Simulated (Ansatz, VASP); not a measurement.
## Two plane-wave programs on BaTiO3

```
CELL_PARAMETERS angstrom
3.99151 0.00000 0.00000
0.01010 3.99150 0.00000
0.01010 0.01008 3.99148
ATOMIC_POSITIONS crystal
Ba 0.00000 0.00000 0.00000
Ti 0.48700 0.48700 0.48700
O 0.50920 0.50920 0.01890
O 0.01890 0.50920 0.50920
O 0.50920 0.01890 0.50920
```

Alike in both runs: task single point; functional r2SCAN; k mesh 5 × 5 × 5; occupations fermi-dirac, width 0.0102 eV; no spin polarisation.

```csv
,VASP,Ansatz
version,VASP 6.6.1,Ansatz 0.2.0
potentials or method,"VASP PAW PBE potentials, release 64 (Ba_sv, Ti_sv, O_h), cutoff 910 eV",PAW plane waves
valence electrons in the cell,40,40
```

Ansatz gave:

* gap on the k mesh at the Fermi level (eV): 2.90
* rms of the force components (eV/Å): 0.068

Q: Estimate VASP's values.

A: gap on the k mesh at the Fermi level (eV): 2.88; rms of the force components (eV/Å): 0.105.

VASP's potentials were made for PBE, not for r2SCAN. Atom by atom the forces differ by 0.046 eV/Å (rms over components). The functional is the same, so the differences come from potentials, cutoffs and numerics. Ansatz's warnings: structure snapped to symmetry.

Neither program's run includes spin-orbit coupling. Noted on VASP's run: the cutoff is short for stress, so the pressure is rough.
